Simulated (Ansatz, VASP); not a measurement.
# Se in VASP and in Ansatz

```
CELL_PARAMETERS angstrom
4.70972 0.00000 0.00000
-2.35486 4.07873 0.00000
0.00000 0.00000 3.45603
ATOMIC_POSITIONS crystal
Se 0.00000 0.00000 0.00000
Se 0.33333 0.66667 0.50000
Se 0.66667 0.33333 0.50000
```

Alike in both runs: functional RPBE; k mesh 7 × 7 × 10; occupations fermi-dirac, width 0.1 eV; no spin polarisation.

Ansatz relaxed the structure, and its values are those at the end. VASP's run is a single point on that final structure, the one shown.

|  | VASP | Ansatz |
| --- | --- | --- |
| version | VASP 6.6.1 | Ansatz 0.2.0 |
| potentials or method | VASP PAW PBE potentials, release 64 (Se), cutoff 520 eV | plane waves (420 eV) with PAW, scalar-relativistic |
| valence electrons in the cell | 18 | 48 |

```tsv
	VASP	Ansatz	Ansatz less VASP
pressure (GPa)	0.0	0.0	+0.02
```

VASP's potentials were made for PBE, not for RPBE. VASP's potentials hold 18 valence electrons a cell and Ansatz's 48, so a difference there can come from the potentials and not from the codes.
